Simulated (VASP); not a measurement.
**Ca: single point with PBE**

Crystal: Ca.

```
Ca
1.0
     3.13305    0.00000    0.00000
    -1.56653    2.71330    0.00000
     0.00000    0.00000    5.07035
Ca
2
Direct
  0.33333 0.66667 0.25000
  0.66667 0.33333 0.75000
```

```yaml
Program: VASP 6.6.1
Task: single point
Functional: PBE
Potentials_or_basis: VASP PAW PBE potentials, release 64 (Ca_sv)
Cutoff: 520 eV
k_mesh: 6 × 6 × 4
Occupations: gaussian, width 0.1 eV
Spin: no spin polarisation
```

```
Pressure               : 30.3 GPa
Band gap on the k mesh : zero (band 10 reaches 5.57 eV, above the bottom of band 11 at 4.89 eV)
```

Stress tensor (GPa, compression positive):
```
29.18  0.00  0.00
 0.00 29.18  0.00
 0.00  0.00 32.68
```

Levels at points of the mesh, in eV from the Fermi level:
```csv
k point,band 7,band 8,band 9,band 10,band 11,band 12,band 13,band 14
"(0.00, 0.00, 0.00)",-21.20,-21.17,-4.69,-1.32,1.68,3.09,3.09,3.20
"(0.50, 0.00, 0.00)",-21.46,-21.33,-0.91,-0.76,-0.46,0.90,2.49,2.86
"(0.00, 0.00, 0.50)",-21.27,-21.27,-2.92,-2.92,1.91,1.91,3.05,3.05
"(0.50, 0.00, 0.50)",-21.47,-21.47,-1.23,-1.23,0.87,0.87,2.69,2.69
```

It took 7.5 s on 1 thread of Intel(R) Xeon(R) 6975P-C (Granite Rapids), with other jobs on the host, peak memory 0.15 GiB.

Caveat: the k points lie up to 0.39 Å⁻¹ apart.
